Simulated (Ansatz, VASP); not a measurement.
CdS in VASP and in Ansatz

```xyz
2
Lattice="0.0000 2.9123 2.9123 2.9123 0.0000 2.9123 2.9123 2.9123 0.0000" Properties=species:S:1:pos:R:3 pbc="T T T"
Cd    0.0000    0.0000    0.0000
S     1.4561    1.4561    1.4561
```

Alike in both runs: functional PBEsol; k mesh 10 × 10 × 10; occupations gaussian, width 0.02 eV; no spin polarisation.

Ansatz relaxed the structure, and its values are those at the end. VASP's run is a single point on that final structure, the one shown.

|  | VASP | Ansatz |
| --- | --- | --- |
| version | VASP 6.6.1 | Ansatz 0.2.0 |
| potentials or method | VASP PAW PBE potentials, release 64 (Cd, S) | scalar-relativistic, plane waves, PAW |
| plane-wave cutoff (eV) | 520 | 420 |
| valence electrons in the cell | 18 | 26 |

VASP gave:

- gap on the k mesh at the Fermi level (eV): 1.02
- least direct gap on the mesh (eV): 1.02
- pressure (GPa): 0.4

What did Ansatz give for the same quantities?

gap on the k mesh at the Fermi level (eV): 1.01; least direct gap on the mesh (eV): 1.01; pressure (GPa): 0.0.

VASP's potentials were made for PBE, not for PBEsol. VASP's potentials hold 18 valence electrons a cell and Ansatz's 26, so a difference there can come from the potentials and not from the codes.
